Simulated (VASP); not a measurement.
A run of VASP 6.6.1:

File INCAR:

```
ALGO     = Normal         # electronic algorithm
EDIFF    = 1E-6           # SCF threshold, eV
ENCUT    = 520            # plane-wave cutoff, eV
GGA      = PE             # functional
ISIF     = 2              # what is computed and relaxed
ISMEAR   = 0              # smearing method
IVDW     = 12             # dispersion correction
LASPH    = T              # aspherical terms in the spheres
LCHARG   = T              # write CHGCAR
LELF     = T              # ELF
LREAL    = F              # projectors in reciprocal space
LVHAR    = T            
LWAVE    = F              # write WAVECAR
NBANDS   = 12             # bands
NELM     = 80             # most SCF steps
PREC     = Accurate       # precision mode
SIGMA    = 0.15           # smearing width, eV
```

File KPOINTS:

```
k-points
0
Gamma
  18 18 10
```

POSCAR

```
Sb
1.0
    3.2679301741      0.0000000000      0.0000000000
   -1.6339650871      2.8301105486      0.0000000000
    0.0000000000      0.0000000000      5.1701000000
Sb
2
Direct
    0.3333333333      0.6666666667      0.2500000000
    0.6666666667      0.3333333333      0.7500000000
```

Potentials or basis: VASP PAW PBE potentials, release 64 (Sb).

Command:

```bash
$ cat potpaw_PBE.64/Sb/POTCAR > POTCAR
$ mpirun -np 1 vasp_std > vasp.out
```

Hardware: 1 thread of Intel Xeon 8259CL, on a shared host.

Task: Estimate the wall time of this run.

Result: Run time: 78 s on 1 thread of Intel Xeon 8259CL (shared host), peak memory 0.25 GiB. Counts: scf iterations 10, k points 222.
